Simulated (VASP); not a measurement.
# H8CO6 in VASP: a series of runs, part 2 of 3

VASP 6.6.1. The steps go on from the part before.

### 5 Single point, PBE+D3(BJ)

The input, INCAR:

```
SYSTEM = H8CO6
PREC = Accurate
ENCUT = 520
EDIFF = 1E-6
ISMEAR = -1
SIGMA = 0.05
LREAL = .False.
LASPH = .True.
NELM = 120
ALGO = Normal
ISIF = 2
LWAVE = .False.
LCHARG = .True.
GGA = PE
IVDW = 12
LELF = .True.
LVHAR = .True.
NBANDS = 37
GGA_COMPAT = .False.
```

The input, KPOINTS:

```
regular mesh
0
Gamma
  1 1 1
  0 0 0
```

The input, POSCAR:

```
H8CO6
1.0
    6.2299620000      0.0000000000      0.0000000000
    0.0000000000      6.2299620000      0.0000000000
    0.0000000000      0.0000000000      6.2299620000
O H C
6 8 1
Direct
    0.4011099907      0.6942417947      0.4287024544
    0.0268219935      1.2259625340      0.5809345226
    0.7443384085      0.7648682287      0.6665209194
    0.2566468303      0.0749442773      0.2109322657
   -0.2184925044      0.3530198098      0.9594440544
    0.1264855227      0.4892485701      1.0140832320
    0.4003395205      0.5671463165      0.3516233325
    0.4370652662      0.8074527581      0.3219762817
    0.1153939623      1.3389166740      0.5230529496
   -0.0854258822      1.3180176701      0.6522511694
    0.6121225137      0.7058951563      0.5884787098
    0.7345470165      0.9259286012      0.6656059860
    0.3196969741     -0.0141734412      0.0982510006
    0.1272399414      0.0090530247      0.2267590075
   -0.0426487353      0.4109655886      1.0095246167
```

Potentials or basis: VASP PAW PBE potentials, release 64 (O, H, C).

Run with:

```console
cat potpaw_PBE.64/O/POTCAR potpaw_PBE.64/H/POTCAR potpaw_PBE.64/C/POTCAR > POTCAR
mpirun -np 1 vasp_gam > vasp.out
```

OUTCAR:

```text
SYSTEM = H8CO6
   PREC = Accurate
   ENCUT = 520
   EDIFF = 1E-6
   ISMEAR = -1
   LREAL = .False.
   LASPH = .True.
   NELM = 120
   ISIF = 2
   GGA = PE
   IVDW = 12
 IVDW          = 12

 ion  position               nearest neighbor table
   1  0.401  0.694  0.429-   7 0.93   8 0.99
   2  0.027  0.226  0.581-   9 0.96  10 1.01
   3  0.744  0.765  0.667-  12 1.01  11 1.02
   4  0.257  0.075  0.211-  14 0.91  13 0.98
   5  0.782  0.353  0.959-  15 1.19
   6  0.126  0.489  0.014-  15 1.16
   7  0.400  0.567  0.352-   1 0.93
   8  0.437  0.807  0.322-   1 0.99
   9  0.115  0.339  0.523-   2 0.96
  10  0.915  0.318  0.652-   2 1.01
  11  0.612  0.706  0.588-   3 1.02
  12  0.735  0.926  0.666-   3 1.01
  13  0.320  0.986  0.098-   4 0.98
  14  0.127  0.009  0.227-   4 0.91
  15  0.957  0.411  0.010-   6 1.16   5 1.19

  LATTYP: Found a simple cubic cell.
 ALAT       =     6.2299620000

  Lattice vectors:

 A1 = (   6.2299620000,   0.0000000000,   0.0000000000)
 A2 = (   0.0000000000,   6.2299620000,   0.0000000000)
 A3 = (   0.0000000000,   0.0000000000,   6.2299620000)

Analysis of symmetry for initial positions (statically):
=====================================================================
 Subroutine PRICEL returns:
 Original cell was already a primitive cell.

 Routine SETGRP: Setting up the symmetry group for a
 simple cubic supercell.

 Subroutine GETGRP returns: Found  1 space group operations
 (whereof  1 operations were pure point group operations)
 out of a pool of 48 trial point group operations.

The static configuration has the point symmetry C_1 .

Analysis of symmetry for dynamics (positions and initial velocities):
=====================================================================
 Subroutine PRICEL returns:
 Original cell was already a primitive cell.

 Routine SETGRP: Setting up the symmetry group for a
 simple cubic supercell.

 Subroutine GETGRP returns: Found  1 space group operations
 (whereof  1 operations were pure point group operations)
 out of a pool of 48 trial point group operations.

The dynamic configuration has the point symmetry C_1 .

 Subroutine INISYM returns: Found  1 space group operations
 (whereof  1 operations are pure point group operations),
 and found     1 'primitive' translations

----------------------------------------------------------------------------------------

                                     Primitive cell

  volume of cell :     241.7999

  direct lattice vectors                    reciprocal lattice vectors
     6.229962000  0.000000000  0.000000000     0.160514623  0.000000000  0.000000000
     0.000000000  6.229962000  0.000000000     0.000000000  0.160514623  0.000000000
     0.000000000  0.000000000  6.229962000     0.000000000  0.000000000  0.160514623

  length of vectors
     6.229962000  6.229962000  6.229962000     0.160514623  0.160514623  0.160514623

  position of ions in fractional coordinates (direct lattice)
     0.401109991  0.694241795  0.428702454
[... 64 lines left out ...]
   total plane-waves  NPLWV = 110592
   dimension x,y,z NGX =    48 NGY =   48 NGZ =   48
   dimension x,y,z NGXF=    96 NGYF=   96 NGZF=   96
   ions per type =               6   8   1
   NGX,Y,Z   is equivalent  to a cutoff of  12.81, 12.81, 12.81 a.u.
   NGXF,Y,Z  is equivalent  to a cutoff of  25.62, 25.62, 25.62 a.u.
 SYSTEM =  H8CO6
   PREC   = accura    normal or accurate (medium, high low for compatibility)
   ISTART =      0    job   : 0-new  1-cont  2-samecut
   ICHARG =      2    charge: 1-file 2-atom 10-const
   ISPIN  =      1    spin polarized calculation?
   LNONCOLLINEAR =      F non collinear calculations
   LSORBIT =      F    spin-orbit coupling
   LASPH  =      T    aspherical Exc in radial PAW
   ENCUT  =  520.0 eV  38.22 Ry    6.18 a.u.  11.58 11.58 11.58*2*pi/ulx,y,z
   NELM   =    120;   NELMIN=  2; NELMDL= -5     # of ELM steps
   EDIFF  = 0.1E-05   stopping-criterion for ELM
   LREAL  =      F    real-space projection
   EDIFFG = 0.1E-04   stopping-criterion for IOM
   NSW    =      0    number of steps for IOM
   IBRION =     -1    ionic relax: 0-MD 1-quasi-New 2-CG
   NFREE  =      0    steps in history (QN), initial steepest desc. (CG)
   ISIF   =      2    stress and relaxation
   ISYM   =      2    0-nonsym 1-usesym 2-fastsym
   POTIM  = 0.5000    time-step for ionic-motion
   TEBEG  =    0.0;   TEEND  =   0.0 temperature during run
   PSTRESS=    0.0 pullay stress
   NELECT =      48.0000    total number of electrons
   NUPDOWN=      -1.0000    fix difference up-down
   EMIN   =  10.00;   EMAX   =-10.00  energy-range for DOS
   EFERMI =   0.00;   METHOD = LEGACY
   ISMEAR =    -1;   SIGMA  =   0.05  broadening in eV -4-tet -1-fermi 0-gaus
   EFERMI_NEDOS =   21; number of points for ismear=-14 and -15
   IALGO  =     38    algorithm
   IMIX   =      4    mixing-type and parameters
     AMIX     =   0.40;   BMIX     =  1.00
     AMIX_MAG =   1.60;   BMIX_MAG =  1.00
  volume/ion in A,a.u.               =      16.12       108.78
  Fermi-wavevector in a.u.,A,eV,Ry     =   0.955000  1.804688 12.408842  0.912024
  Thomas-Fermi vector in A             =   2.083797
   LORBIT       =      0    0 simple, 1 ext, 2 COOP (PROOUT), +10 PAW based schemes
   GGA     = PE    functional components
   LHFCALC =     F    Hartree Fock is set to
   AEXX    =    0.0000 exact exchange contribution
   IVDW    =    12    specifies the selected vdW correction
   LEPSILON=     F    determine dielectric tensor
   LRPA    =     F    only Hartree local field effects (RPA)
 non-spin polarized calculation
  energy-cutoff  :      520.00
  volume of cell :      241.80
 maximum number of plane-waves:      3310
 NGX is ok and might be reduce to    48
   NGX = 23   NGY = 23   NGZ = 23

 number of electron      48.0000002 magnetization

 Free energy of the ion-electron system (eV)
  ---------------------------------------------------
  ext. energy  EPLUGINS =         0.00000000
  ---------------------------------------------------
  free energy    TOTEN  =       -79.82453250 eV

  energy without entropy =      -79.82453250  energy(sigma->0) =      -79.82453250

 E-fermi :  -2.6498     XC(G=0):  -5.6787

 val. band max:       -3.8433465328   @ k =   0.0000   0.0000   0.0000
 cond. band min:      -0.2947387095   @ k =   0.0000   0.0000   0.0000
 fundamental gap:      3.5486078233
 Fermi energy:        -2.6498486052

 k-point     1 :       0.0000    0.0000    0.0000
  band No.  band energies     occupation
      1     -26.7000      2.00000
      2     -25.4733      2.00000
      3     -23.8138      2.00000
      4     -23.5651      2.00000
      5     -22.7129      2.00000
      6     -21.3362      2.00000
[... 28 lines left out ...]
     35       5.7827      0.00000
     36       6.3019      0.00000
 [bands above 36 left out]

------------------------ aborting loop because EDIFF is reached ----------------------------------------

 Edisp (eV)   -0.39329

 E8    (eV) :    -0.0850

  FORCE on cell =-STRESS in cart. coord.  units (eV):
  Direction    XX          YY          ZZ          XY          YZ          ZX
  --------------------------------------------------------------------------------------
  -------------------------------------------------------------------------------------
  Total       2.58699    -0.44880     0.70093     2.08379    -0.05391    -0.47748
  in kB      17.14154    -2.97377     4.64437    13.80729    -0.35722    -3.16381
  external pressure =        6.27 kB  Pullay stress =        0.00 kB

 VOLUME and BASIS-vectors are now :
 -----------------------------------------------------------------------------
  energy-cutoff  :      520.00
  volume of cell :      241.80
      direct lattice vectors                 reciprocal lattice vectors
     6.229962000  0.000000000  0.000000000     0.160514623  0.000000000  0.000000000
     0.000000000  6.229962000  0.000000000     0.000000000  0.160514623  0.000000000
     0.000000000  0.000000000  6.229962000     0.000000000  0.000000000  0.160514623

 POSITION                                       TOTAL-FORCE (eV/Angst)
 -----------------------------------------------------------------------------------
      2.49890      4.32510      2.67080         0.134425      2.395938      0.638197
      0.16710      1.40774      3.61920        -1.376494      0.871125      0.714142
      4.63720      4.76510      4.15240        -0.518876      0.672710     -0.114396
      1.59890      0.46690      1.31410         3.632813      1.103789     -1.010660
      4.86876      2.19930      5.97730         0.937874     -0.216721      1.249152
      0.78800      3.04800      0.08774         1.212317      0.442943      0.990577
      2.49410      3.53330      2.19060        -0.033532     -2.431555     -1.541171
      2.72290      5.03040      2.00590        -0.442561     -0.418872      0.810588
      0.71890      2.11144      3.25860         0.585178      0.139813     -0.366143
      5.69776      1.98124      4.06350         0.658201     -0.992927     -0.598368
      3.81350      4.39770      3.66620         0.937492      1.064714      0.631686
      4.57620      5.76850      4.14670         0.000446     -1.626483     -0.184840
      1.99170      6.14166      0.61210         0.133554      0.522773     -0.281844
      0.79270      0.05640      1.41270        -3.683897     -1.598211      1.032083
      5.96426      2.56030      0.05934        -2.176940      0.070964     -1.969002
 -----------------------------------------------------------------------------------
    total drift:                               -0.000678      0.000104     -0.000836

  FREE ENERGIE OF THE ION-ELECTRON SYSTEM (eV)
  ---------------------------------------------------
  free  energy   TOTEN  =       -80.2178269815 eV

  energy  without entropy=      -80.2178269814  energy(sigma->0) =      -80.21782698
```

It took 19 s on 1 thread of Intel Xeon Platinum 8488C (Sapphire Rapids), shared host; peak memory 0.32 GiB.

What came out:

```
Free energy                : -80.2178 eV
Pressure                   : 0.6 GPa
Largest force              : 4.146 eV/Å
Dispersion energy per atom : -0.026 eV
```

Forces on the atoms (eV/Å):
```
O    0.134  2.396  0.638
O   -1.376  0.871  0.714
O   -0.519  0.673 -0.114
O    3.633  1.104 -1.011
O    0.938 -0.217  1.249
O    1.212  0.443  0.991
H   -0.034 -2.432 -1.541
H   -0.443 -0.419  0.811
H    0.585  0.140 -0.366
H    0.658 -0.993 -0.598
H    0.937  1.065  0.632
H    0.000 -1.626 -0.185
H    0.134  0.523 -0.282
H   -3.684 -1.598  1.032
C   -2.177  0.071 -1.969
```

Stress tensor (GPa, compression positive):
```
 1.71  1.38 -0.32
 1.38 -0.30 -0.04
-0.32 -0.04  0.46
```

Caveat: the k points lie up to 1.01 Å⁻¹ apart, too coarse for converged energies, forces and pressures; the atoms stand as in a frame of molecular dynamics.

[end of part 2 of 3]
